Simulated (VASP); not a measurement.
# HfGe3 in VASP: a series of runs

The runs below take HfGe3 through single point, with PBE, r2SCAN.

Program: VASP 6.6.1. These are calculated values, not measurements. Logs are shortened: lines on timing, memory, paths and dates and some standing lists are left out, and cuts for length are marked.

## (1) The cell of the first run

Symmetry: P4/mmm, No. 123, tetragonal system. The conventional cell has a = 4.189 Å, b = 4.189 Å, c = 4.106 Å, α = 90.00°, β = 90.00°, γ = 90.00°. Within 3.9 Å of Hf (site symmetry 4/mmm) lie 12 Ge at 2.93 to 2.96 Å. Within 3.9 Å of Ge (site symmetry 4/mmm) lie 8 Ge at 2.93 Å and 4 Hf at 2.96 Å. Within 3.9 Å of Ge (site symmetry mmm) lie 4 Hf at 2.93 Å and 8 Ge at 2.93 to 2.96 Å.

## (2) Single point, PBE

INCAR

```
SYSTEM = HfGe3
ALGO = Normal
EDIFF = 1E-7
ENCUT = 520
GGA = PE
ISIF = 2
ISMEAR = 0
LASPH = .TRUE.
LCHARG = .FALSE.
LREAL = .FALSE.
LWAVE = .FALSE.
NBANDS = 34
NELM = 60
PREC = Accurate
SIGMA = 0.05
```

KPOINTS

```
k-points
0
G
  8 8 8
  0 0 0
```

POSCAR

```
HfGe3
1.0
    4.1056021932      0.0000000000      0.0000000000
    0.0000000000      4.1893899931      0.0000000000
    0.0000000000      0.0000000000      4.1893899931
Hf Ge
1 3
Direct
    0.0000000000      0.0000000000      0.0000000000
    0.0000000000      0.5000000000      0.5000000000
    0.5000000000      0.5000000000      0.0000000000
    0.5000000000      0.0000000000      0.5000000000
```

Potentials or basis: VASP PAW PBE potentials, release 64 (Hf_pv, Ge_d).

Run with:

```
$ cat potpaw_PBE.64/Hf_pv/POTCAR potpaw_PBE.64/Ge_d/POTCAR > POTCAR
$ mpirun -np 1 vasp_std > vasp.out
```

OUTCAR:

```text
SYSTEM = HfGe3
   EDIFF = 1E-7
   ENCUT = 520
   GGA = PE
   ISIF = 2
   ISMEAR = 0
   LASPH = .TRUE.
   LREAL = .FALSE.
   NELM = 60
   PREC = Accurate

 ion  position               nearest neighbor table
   1  0.000  0.000  0.000-   3 2.93   4 2.93   4 2.93   3 2.93   3 2.93   4 2.93   4 2.93   3 2.93
                             2 2.96   2 2.96   2 2.96   2 2.96
   2  0.000  0.500  0.500-   1 2.96   1 2.96   1 2.96   1 2.96
   3  0.500  0.500  0.000-   1 2.93   1 2.93   1 2.93   1 2.93
   4  0.500  0.000  0.500-   1 2.93   1 2.93   1 2.93   1 2.93

  LATTYP: Found a simple tetragonal cell.
 ALAT       =     4.1893899931
 C/A-ratio  =     0.9800000000

  Lattice vectors:

 A1 = (   0.0000000000,   4.1893899931,   0.0000000000)
 A2 = (   0.0000000000,   0.0000000000,   4.1893899931)
 A3 = (   4.1056021932,   0.0000000000,   0.0000000000)

Analysis of symmetry for initial positions (statically):
=====================================================================
 Subroutine PRICEL returns:
 Original cell was already a primitive cell.

 Routine SETGRP: Setting up the symmetry group for a
 simple tetragonal supercell.

 Subroutine GETGRP returns: Found 16 space group operations
 (whereof 16 operations were pure point group operations)
 out of a pool of 16 trial point group operations.

The static configuration has the point symmetry D_4h.

Analysis of symmetry for dynamics (positions and initial velocities):
=====================================================================
 Subroutine PRICEL returns:
 Original cell was already a primitive cell.

 Routine SETGRP: Setting up the symmetry group for a
 simple tetragonal supercell.

 Subroutine GETGRP returns: Found 16 space group operations
 (whereof 16 operations were pure point group operations)
 out of a pool of 16 trial point group operations.

The dynamic configuration has the point symmetry D_4h.

 Subroutine INISYM returns: Found 16 space group operations
 (whereof 16 operations are pure point group operations),
 and found     1 'primitive' translations

----------------------------------------------------------------------------------------

                                     Primitive cell

  volume of cell :      72.0574
[... 89 lines left out ...]
   LSORBIT =      F    spin-orbit coupling
   LASPH  =      T    aspherical Exc in radial PAW
   ENCUT  =  520.0 eV  38.22 Ry    6.18 a.u.   7.63  7.79  7.79*2*pi/ulx,y,z
   NELM   =     60;   NELMIN=  2; NELMDL= -5     # of ELM steps
   EDIFF  = 0.1E-06   stopping-criterion for ELM
   LREAL  =      F    real-space projection
   EDIFFG = 0.1E-05   stopping-criterion for IOM
   NSW    =      0    number of steps for IOM
   IBRION =     -1    ionic relax: 0-MD 1-quasi-New 2-CG
   NFREE  =      0    steps in history (QN), initial steepest desc. (CG)
   ISIF   =      2    stress and relaxation
   ISYM   =      2    0-nonsym 1-usesym 2-fastsym
   POTIM  = 0.5000    time-step for ionic-motion
   TEBEG  =    0.0;   TEEND  =   0.0 temperature during run
   PSTRESS=    0.0 pullay stress
   NELECT =      52.0000    total number of electrons
   NUPDOWN=      -1.0000    fix difference up-down
   EMIN   =  10.00;   EMAX   =-10.00  energy-range for DOS
   EFERMI =   0.00;   METHOD = LEGACY
   ISMEAR =     0;   SIGMA  =   0.05  broadening in eV -4-tet -1-fermi 0-gaus
   EFERMI_NEDOS =   21; number of points for ismear=-14 and -15
   IALGO  =     38    algorithm
   IMIX   =      4    mixing-type and parameters
     AMIX     =   0.40;   BMIX     =  1.00
     AMIX_MAG =   1.60;   BMIX_MAG =  1.00
  volume/ion in A,a.u.               =      18.01       121.57
  Fermi-wavevector in a.u.,A,eV,Ry     =   1.468418  2.774908 29.337595  2.156252
  Thomas-Fermi vector in A             =   2.583918
   LORBIT       =      0    0 simple, 1 ext, 2 COOP (PROOUT), +10 PAW based schemes
   GGA     = PE    functional components
   LHFCALC =     F    Hartree Fock is set to
   AEXX    =    0.0000 exact exchange contribution
   IVDW    =     0    specifies the selected vdW correction
   LEPSILON=     F    determine dielectric tensor
   LRPA    =     F    only Hartree local field effects (RPA)
 non-spin polarized calculation
 Gauss-broadening in eV      SIGMA  =   0.05
  energy-cutoff  :      520.00
  volume of cell :       72.06
 maximum number of plane-waves:      1976
 NGX is ok and might be reduce to    32
   NGX = 15   NGY = 15   NGZ = 15

 number of electron      52.0000045 magnetization

 Free energy of the ion-electron system (eV)
  ---------------------------------------------------
  ext. energy  EPLUGINS =         0.00000000
  ---------------------------------------------------
  free energy    TOTEN  =       -23.65821851 eV

  energy without entropy =      -23.65508076  energy(sigma->0) =      -23.65664963

 E-fermi :   7.6698     XC(G=0): -11.7469

 val. band max:        7.6617866665   @ k =   0.0000   0.3750   0.3750
 cond. band min:       7.6790541810   @ k =   0.3750   0.2500   0.2500
 fundamental gap:      0.0172675145
 Fermi energy:         7.6697695626

 k-point     1 :       0.0000    0.0000    0.0000
  band No.  band energies     occupation
      1     -24.1329      2.00000
      2     -24.1329      2.00000
      3     -24.1265      2.00000
      4     -17.3418      2.00000
      5     -17.3317      2.00000
      6     -17.3317      2.00000
[... 877 lines left out ...]
     33      13.0475      0.00000
     34      13.7046      0.00000

 [... further k-points ...]

------------------------ aborting loop because EDIFF is reached ----------------------------------------

  FORCE on cell =-STRESS in cart. coord.  units (eV):
  Direction    XX          YY          ZZ          XY          YZ          ZX
  --------------------------------------------------------------------------------------
  -------------------------------------------------------------------------------------
  Total        0.6621431      0.7966218      0.7966218      0.0000000      0.0000000     -0.0000000
  in kB       14.7225826     17.7126816     17.7126816      0.0000000      0.0000000     -0.0000000
  external PRESSURE =      16.7159819 kB  Pullay stress =       0.0000000 kB

 VOLUME and BASIS-vectors are now :
 -----------------------------------------------------------------------------
  energy-cutoff  :      520.00
  volume of cell :       72.06
      direct lattice vectors                 reciprocal lattice vectors
     4.105602193  0.000000000  0.000000000     0.243569628  0.000000000  0.000000000
     0.000000000  4.189389993  0.000000000     0.000000000  0.238698236  0.000000000
     0.000000000  0.000000000  4.189389993     0.000000000  0.000000000  0.238698236

 POSITION                                       TOTAL-FORCE (eV/Angst)
 -----------------------------------------------------------------------------------
      0.00000      0.00000      0.00000         0.000000      0.000000      0.000000
      0.00000      2.09469      2.09469         0.000000      0.000000      0.000000
      2.05280      2.09469      0.00000         0.000000      0.000000      0.000000
      2.05280      0.00000      2.09469         0.000000      0.000000      0.000000
 -----------------------------------------------------------------------------------
    total drift:                                0.000000     -0.000000     -0.000000

  FREE ENERGIE OF THE ION-ELECTRON SYSTEM (eV)
  ---------------------------------------------------
  free  energy   TOTEN  =       -23.6582185067 eV

  energy  without entropy=      -23.6550807612  energy(sigma->0) =      -23.65664963
```

stdout:

```text
POSCAR found type information on POSCAR HfGe
 POSCAR found :  2 types and       4 ions
 scaLAPACK will be used
 LDA part: xc-table for (Slater+PW92), standard interpolation
 POSCAR, INCAR and KPOINTS ok, starting setup
 FFT: planning ... GRIDC
 FFT: planning ... GRID_SOFT
 FFT: planning ... GRID
 WAVECAR not read
 entering main loop
```

Wall time 2.7 min (1 thread of Intel Xeon 8259CL, shared host); peak memory 0.28 GiB.

Results:

```
Free energy            : -23.6582 eV
Pressure               : 1.7 GPa
Band gap on the k mesh : zero (bands 26 and 27 overlap by 1.64 eV)
```

Caveat: spin-orbit coupling is left out, which moves the levels of the heavy elements.

## (3) Single point, PBE

This run uses another cell than the first one, of 18.93 Å³/atom.

INCAR

```
PREC = Accurate
ENCUT = 520
EDIFF = 1E-6
ISMEAR = 0
SIGMA = 0.05
LREAL = F
LASPH = T
NELM = 60
ALGO = Normal
ISIF = 2
LWAVE = F
LCHARG = F
GGA = PE
NBANDS = 34
```

KPOINTS

```
regular mesh
0
Gamma
  8 8 8
```

POSCAR: that of step 2 with these lines changed.

```diff
@@ -2,3 +2,3 @@
 1.0
-    4.1056021932      0.0000000000      0.0000000000
+    4.3150716929      0.0000000000      0.0000000000
     0.0000000000      4.1893899931      0.0000000000
```

Potentials or basis: VASP PAW PBE potentials, release 64 (Hf_pv, Ge_d).

Run with:

```
$ cat potpaw_PBE.64/Hf_pv/POTCAR potpaw_PBE.64/Ge_d/POTCAR > POTCAR
$ mpirun -np 1 vasp_std > vasp.out
```

OUTCAR:

```text
PREC = Accurate
   ENCUT = 520
   EDIFF = 1E-6
   ISMEAR = 0
   LREAL = F
   LASPH = T
   NELM = 60
   ISIF = 2
   GGA = PE

 ion  position               nearest neighbor table
   1  0.000  0.000  0.000-   2 2.96   2 2.96   2 2.96   2 2.96   4 3.01   4 3.01   3 3.01   3 3.01
                             3 3.01   4 3.01   4 3.01   3 3.01
   2  0.000  0.500  0.500-   1 2.96   1 2.96   1 2.96   1 2.96
   3  0.500  0.500  0.000-   1 3.01   1 3.01   1 3.01   1 3.01
   4  0.500  0.000  0.500-   1 3.01   1 3.01   1 3.01   1 3.01

[... 1088 lines left out ...]
  Direction    XX          YY          ZZ          XY          YZ          ZX
  --------------------------------------------------------------------------------------
  -------------------------------------------------------------------------------------
  Total       -0.7336581     -1.5348611     -1.5348611      0.0000000      0.0000000     -0.0000000
  in kB      -15.5208223    -32.4705806    -32.4705806      0.0000000      0.0000000     -0.0000000
  external PRESSURE =     -26.8206612 kB  Pullay stress =       0.0000000 kB

 VOLUME and BASIS-vectors are now :
 -----------------------------------------------------------------------------
  energy-cutoff  :      520.00
  volume of cell :       75.73
      direct lattice vectors                 reciprocal lattice vectors
     4.315071693  0.000000000  0.000000000     0.231745860  0.000000000  0.000000000
     0.000000000  4.189389993  0.000000000     0.000000000  0.238698236  0.000000000
     0.000000000  0.000000000  4.189389993     0.000000000  0.000000000  0.238698236

 POSITION                                       TOTAL-FORCE (eV/Angst)
 -----------------------------------------------------------------------------------
      0.00000      0.00000      0.00000         0.000000      0.000000      0.000000
      0.00000      2.09469      2.09469         0.000000      0.000000      0.000000
      2.15754      2.09469      0.00000         0.000000      0.000000      0.000000
      2.15754      0.00000      2.09469         0.000000      0.000000      0.000000
 -----------------------------------------------------------------------------------
    total drift:                                0.000000     -0.000000     -0.000000

  FREE ENERGIE OF THE ION-ELECTRON SYSTEM (eV)
  ---------------------------------------------------
  free  energy   TOTEN  =       -23.6488657860 eV

  energy  without entropy=      -23.6448927446  energy(sigma->0) =      -23.64687927
```

stdout:

```text
POSCAR found type information on POSCAR HfGe
 POSCAR found :  2 types and       4 ions
 scaLAPACK will be used
 LDA part: xc-table for (Slater+PW92), standard interpolation
 POSCAR, INCAR and KPOINTS ok, starting setup
 FFT: planning ... GRIDC
 FFT: planning ... GRID_SOFT
 FFT: planning ... GRID
 WAVECAR not read
 entering main loop
```

It took 2.5 min on 1 thread of Intel Xeon 8259CL, shared host; peak memory 0.29 GiB.

Results:

```
Free energy            : -23.6489 eV
Pressure               : -2.7 GPa
Band gap on the k mesh : zero (bands 26 and 27 overlap by 1.41 eV)
```

Stress tensor (GPa, compression positive):
```
-1.55  0.00  0.00
 0.00 -3.25  0.00
 0.00  0.00 -3.25
```

Caveat: spin-orbit coupling is left out, which moves the levels of the heavy elements.

## (4) Single point, r2SCAN

This run uses another cell than the first one, of 18.38 Å³/atom.

POSCAR: that of step 3 with these lines changed.

```diff
@@ -2,3 +2,3 @@
 1.0
-    4.3150716929      0.0000000000      0.0000000000
+    4.1893899931      0.0000000000      0.0000000000
     0.0000000000      4.1893899931      0.0000000000
```

INCAR.step1

```
  ALGO = Normal
  EDIFF = 1E-4
  ENCUT = 520
  GGA = PE
  ISMEAR = 0
  LASPH = True
  LCHARG = False
  LREAL = False
  LWAVE = True
  NBANDS = 34
  NELM = 60
  PREC = Accurate
  SIGMA = 0.05
```

INCAR.step2

```
  ALGO = Normal
  EDIFF = 1E-7
  ENCUT = 520
  ISIF = 2
  ISMEAR = 0
  ISTART = 1
  LASPH = True
  LCHARG = False
  LMIXTAU = True
  LREAL = False
  LWAVE = False
  METAGGA = R2SCAN
  NBANDS = 34
  NELM = 60
  PREC = Accurate
  SIGMA = 0.05
```

KPOINTS

```
k-points
0
Gamma
  8 8 8
```

Potentials or basis: VASP PAW PBE potentials, release 64 (Hf_pv, Ge_d).

Run with:

```
$ cat potpaw_PBE.64/Hf_pv/POTCAR potpaw_PBE.64/Ge_d/POTCAR > POTCAR
$ cp INCAR.step1 INCAR
$ mpirun -np 1 vasp_std > vasp.out
$ cp INCAR.step2 INCAR
$ mpirun -np 1 vasp_std > vasp.out
```

OUTCAR:

```text
EDIFF = 1E-7
   ENCUT = 520
   ISIF = 2
   ISMEAR = 0
   ISTART = 1
   LASPH = True
   LREAL = False
   METAGGA = R2SCAN
   NELM = 60
   PREC = Accurate

 ion  position               nearest neighbor table
   1  0.000  0.000  0.000-   2 2.96   3 2.96   4 2.96   2 2.96   4 2.96   2 2.96   3 2.96   2 2.96
                             3 2.96   4 2.96   4 2.96   3 2.96
   2  0.000  0.500  0.500-   1 2.96   1 2.96   1 2.96   1 2.96
   3  0.500  0.500  0.000-   1 2.96   1 2.96   1 2.96   1 2.96
[... 1091 lines left out ...]
  --------------------------------------------------------------------------------------
  -------------------------------------------------------------------------------------
  Total       -1.5188433     -1.5188433     -1.5188433      0.0000000     -0.0000000      0.0000000
  in kB      -33.0956694    -33.0956694    -33.0956694      0.0000000     -0.0000000      0.0000000
  external PRESSURE =     -33.0956694 kB  Pullay stress =       0.0000000 kB

 VOLUME and BASIS-vectors are now :
 -----------------------------------------------------------------------------
  energy-cutoff  :      520.00
  volume of cell :       73.53
      direct lattice vectors                 reciprocal lattice vectors
     4.189389993  0.000000000  0.000000000     0.238698236  0.000000000  0.000000000
     0.000000000  4.189389993  0.000000000     0.000000000  0.238698236  0.000000000
     0.000000000  0.000000000  4.189389993     0.000000000  0.000000000  0.238698236

 POSITION                                       TOTAL-FORCE (eV/Angst)
 -----------------------------------------------------------------------------------
      0.00000      0.00000      0.00000         0.000000      0.000000      0.000000
      0.00000      2.09469      2.09469         0.000000      0.000000      0.000000
      2.09469      2.09469      0.00000         0.000000      0.000000      0.000000
      2.09469      0.00000      2.09469         0.000000      0.000000      0.000000
 -----------------------------------------------------------------------------------
    total drift:                                0.000000     -0.000000     -0.000000

  FREE ENERGIE OF THE ION-ELECTRON SYSTEM (eV)
  ---------------------------------------------------
  free  energy   TOTEN  =       -86.5602786604 eV

  energy  without entropy=      -86.5560317276  energy(sigma->0) =      -86.55815519
```

OUTCAR.step1:

```text
EDIFF = 1E-4
   ENCUT = 520
   GGA = PE
   ISMEAR = 0
[... 1118 lines left out ...]
      0.00000      0.00000      0.00000         0.000000      0.000000      0.000000
      0.00000      2.09469      2.09469         0.000000      0.000000      0.000000
      2.09469      2.09469      0.00000         0.000000      0.000000      0.000000
      2.09469      0.00000      2.09469         0.000000      0.000000      0.000000
 -----------------------------------------------------------------------------------
    total drift:                                0.000000     -0.000000     -0.000000

  FREE ENERGIE OF THE ION-ELECTRON SYSTEM (eV)
  ---------------------------------------------------
  free  energy   TOTEN  =       -23.6643505089 eV

  energy  without entropy=      -23.6617527541  energy(sigma->0) =      -23.66305163
```

OSZICAR.step1:

```text
N       E                     dE             d eps       ncg     rms          rms(c)
DAV:   1     0.427969707825E+03    0.42797E+03   -0.25267E+04  2942   0.398E+03
DAV:   2     0.461317567755E+02   -0.38184E+03   -0.37004E+03  2380   0.747E+02
DAV:   3    -0.215243137010E+02   -0.67656E+02   -0.66464E+02  2768   0.190E+02
DAV:   4    -0.246365184813E+02   -0.31122E+01   -0.30863E+01  2798   0.444E+01
DAV:   5    -0.247055088099E+02   -0.68990E-01   -0.68874E-01  2768   0.716E+00    0.327E+01
DAV:   6    -0.237489106854E+02    0.95660E+00   -0.26321E+00  3216   0.522E+00    0.214E+01
DAV:   7    -0.236643119930E+02    0.84599E-01   -0.47523E-01  2830   0.577E+00    0.558E+00
DAV:   8    -0.236670550183E+02   -0.27430E-02   -0.46991E-02  2662   0.189E+00    0.983E-01
DAV:   9    -0.236644004037E+02    0.26546E-02   -0.12275E-02  2952   0.129E+00    0.284E-01
DAV:  10    -0.236643505089E+02    0.49895E-04   -0.89079E-04  2848   0.312E-01
   1 F= -.23664351E+02 E0= -.23663052E+02  d E =-.259775E-02
```

Run time: 4.2 min. Hardware: 1 thread of Intel Xeon 8259CL, shared host; peak memory 0.23 GiB.

What came out:

| Property | Result |
| --- | --- |
| Free energy | -86.5603 eV |
| Pressure | -3.3 GPa |
| Band gap on the k mesh | zero (bands 26 and 27 overlap by 1.85 eV) |

Caveat: the cell stands under tension; the PAW data sets were made with another functional, which shifts forces and pressure a little; spin-orbit coupling is left out, which moves the levels of the heavy elements.

## (5) Summary

```tsv
level	cell	gap on the mesh (eV)	pressure (GPa)
PBE	a = 4.106, b = 4.189, c = 4.189 Å, 4 atoms	none	1.7
PBE	a = 4.315, b = 4.189, c = 4.189 Å, 4 atoms	none	-2.7
r2SCAN	a = 4.189 Å, 4 atoms	none	-3.3
```

Alike in all rows: task single point; potentials or basis VASP PAW PBE potentials, release 64 (Hf_pv, Ge_d); no spin polarisation; k mesh 8 × 8 × 8; cutoff (eV) 520; smearing gaussian 0.05 eV.

Caveats: spin-orbit coupling is left out, which moves the levels of the heavy elements; the cell stands under tension (at least some runs); the PAW data sets were made with another functional, which shifts forces and pressure a little (at least some runs).

Total energies depend on the potentials used, so only differences within one code and one set of settings carry meaning.
